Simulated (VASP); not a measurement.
# CdSe: relaxation of cell and atoms with LDA

CdSe:

```
Cd Se
1.0
     0.00000    3.07027    3.07027
     3.07027    0.00000    3.07027
     3.07027    3.07027    0.00000
Cd Se
1 1
Direct
  0.00000 0.00000 0.00000
  0.75000 0.75000 0.75000
```

| Quantity | Value |
| --- | --- |
| Program | VASP 6.6.1 |
| Task | relaxation of cell and atoms |
| Functional | LDA |
| Potentials or basis | VASP PAW LDA potentials, release 64 (Cd, Se) |
| Cutoff | 600 eV |
| k mesh | 14 × 14 × 14 |
| Occupations | fermi-dirac, width 0.1 eV |
| Spin | no spin polarisation |
| Dipole correction | no |
| Further INCAR settings | ALGO = Normal; EDIFF = 1e-07; IBRION = 2; EDIFFG = -0.002; NSW = 100; ISIF = 3 |

The relaxed volume is 27.31 Å³/atom and the relaxed cell is a = 4.259 Å, b = 4.259 Å, c = 4.259 Å, α = 60.00°, β = 60.00°, γ = 60.00°. The space group after relaxing (to 0.1 Å) is F-43m (No. 216) and the energy gained by relaxing is 15.8 meV/atom. The ionic steps are 3, the pressure after relaxing is 0.0 GPa and the band gap on the k mesh is 0.42 eV.

Step by step:
```
step  energy change (eV)  largest force (eV/Å)  pressure (GPa)  volume (Å³)
   1              0.0000                0.0000           -2.93        57.88
   2             -0.0277                0.0000            1.20        53.56
   3             -0.0315                0.0000            0.00        54.62
```

Final structure:
```xyz
2
Lattice="0.0000 3.0114 3.0114 3.0114 0.0000 3.0114 3.0114 3.0114 0.0000" Properties=species:S:1:pos:R:3 pbc="T T T"
Cd    0.0000    0.0000    0.0000
Se    4.5172    4.5172    4.5172
```

Levels at points of the mesh, in eV from the valence-band top:
| k point | band 5 | band 6 | band 7 | band 8 | band 9 | band 10 | band 11 | band 12 | band 13 |
| --- | --- | --- | --- | --- | --- | --- | --- | --- | --- |
| (0.00, 0.00, 0.00) | -7.65 | -7.65 | 0.00 | 0.00 | 0.00 | 0.42 | 5.80 | 5.80 | 5.80 |
| (0.50, 0.00, 0.00) | -7.62 | -7.33 | -4.66 | -0.81 | -0.81 | 2.23 | 6.32 | 6.32 | 7.28 |
| (0.50, 0.50, 0.00) | -7.58 | -7.27 | -4.30 | -1.99 | -1.99 | 2.88 | 3.64 | 9.02 | 10.20 |

It took 3.8 min on 1 thread of Intel Xeon 8259CL, on a shared host, peak memory 0.27 GiB.

Caveat: semilocal functionals underestimate gaps, and a narrow one can read as zero.
